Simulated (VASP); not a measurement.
A run of VASP 6.6.1:

The input INCAR:

```
PREC = Accurate
ENCUT = 520
EDIFF = 1E-6
ISMEAR = -1
SIGMA = 0.02
LREAL = Auto
LASPH = T
NELM = 150
ALGO = Normal
ISIF = 2
LWAVE = F
LCHARG = F
ISPIN = 2
MAGMOM = 0 0 0 0 0 0 0 0 0 0 0 0 0 0 0 0 0 0 0 0 0 0 0.45
LORBIT = 11
GGA = PS
NBANDS = 82
```

File KPOINTS:

```
Automatic mesh
0
Gamma
  2 2 2
```

POSCAR

```
Si8NO14
1.0
   -4.9028000000     -4.9028000000      0.0000000000
    4.9028000000     -4.9028000000      0.0000000000
    0.0000000000      0.0000000000      6.7782000000
Si O N
8 14 1
Direct
    0.2102423105      0.4934794403     -0.0679540291
    0.0313552460      0.2528215510      0.2435215839
    0.7886112018      0.5122013951      0.5011532560
   -0.0587468385      0.8460410378      0.7439048715
    0.7597225055     -0.0472010892      0.0972576790
    0.4524858244      0.6817947907      0.2819900564
    0.2768093742     -0.0011605613      0.5052409194
    0.5640784858      0.2287199152      0.7559169101
    0.3184112140      0.5894365465      0.1173857366
    0.9791209105      0.4317569552      0.3881875719
    0.7401327813      0.3652900383      0.6814422708
    0.0769905972      0.6637932406      0.8353734030
    0.8291283552      0.7333222852      0.5643961524
    0.6003813127      0.5165571714      0.3568317547
    0.0657878151      0.3296682508      0.0212133015
    0.3800083626      0.3798653830      0.8056547461
    0.8438166966      0.1102483275      0.2499077926
    0.3155523374      0.7733801093      0.4511256676
    0.0998607938      1.0000394672      0.6600457349
    0.4766082647      0.0871302113      0.5886658700
    0.2180903769      0.1302389451      0.3144786226
    0.5689680387      0.8646339847      0.1931917028
    0.7697929754      0.9869268581      0.8579326370
```

Potentials or basis: VASP PAW PBE potentials, release 64 (Si, O, N).

Command:

```sh
$ cat potpaw_PBE.64/Si/POTCAR potpaw_PBE.64/O/POTCAR potpaw_PBE.64/N/POTCAR > POTCAR
$ mpirun -np 1 vasp_std > vasp.out
```

Hardware: 1 thread of Intel(R) Xeon(R) Platinum 8488C (Sapphire Rapids), with other jobs on the host.

Question: How long does it take, and how much memory?

Answer: It took 7.5 min on 1 thread of Intel(R) Xeon(R) Platinum 8488C (Sapphire Rapids), on a shared host, peak memory 0.62 GiB. Counts: scf iterations 19, k points 8.
